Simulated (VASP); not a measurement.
## P: single point with PBEsol

The system is P, a slab with vacuum.

```
CELL_PARAMETERS angstrom
3.28437 0.00000 0.00000
0.00000 34.87475 0.00000
0.00000 0.00000 4.48128
ATOMIC_POSITIONS crystal
P 0.00000 0.96969 0.58262
P 0.00000 0.03031 0.41738
P 0.50000 0.03031 0.08262
P 0.50000 0.96969 0.91738
```

This cell differs from its parent crystal: strain +0.0100 x Voigt [0, 0, 1, 0, 0, 0].

- Program: VASP 6.6.1
- Task: single point
- Functional: PBEsol
- Potentials or basis: VASP PAW PBE potentials, release 64 (P)
- Cutoff: 520 eV
- k mesh: 8 × 1 × 6
- Occupations: gaussian, width 0.05 eV
- Spin: no spin polarisation
- Dipole correction: no
- Further INCAR settings: ALGO = Normal; EDIFF = 1e-06; NBANDS = 18

```json
{"Largest force": "0.160 eV/Å", "Band gap on the k mesh": "0.79 eV, direct"}
```

Forces on the atoms (eV/Å):
```
P    0.000  0.042  0.155
P    0.000 -0.042 -0.155
P    0.000 -0.042  0.155
P    0.000  0.042 -0.155
```

Levels at points of the mesh, in eV from the valence-band top:
| k point | band 8 | band 9 | band 10 | band 11 | band 12 | band 13 |
| --- | --- | --- | --- | --- | --- | --- |
| (0.00, 0.00, 0.00) | -1.85 | -1.60 | 0.00 | 0.79 | 1.63 | 2.81 |
| (0.50, 0.00, 0.00) | -2.73 | -2.01 | -2.01 | 1.22 | 1.22 | 1.92 |
| (0.00, 0.00, 0.50) | -2.42 | -1.07 | -1.07 | 2.17 | 2.17 | 3.55 |
| (0.50, 0.00, 0.50) | -4.84 | -1.24 | -1.24 | 2.45 | 2.45 | 4.10 |

Wall time 2.4 min on 1 thread of Intel(R) Xeon(R) 6975P-C (Granite Rapids), on a shared host, peak memory 0.56 GiB.

Caveat: the cell differs from its parent crystal (strain +0.0100 x Voigt [0, 0, 1, 0, 0, 0]); the PAW data sets were made with another functional, which shifts forces and pressure a little.
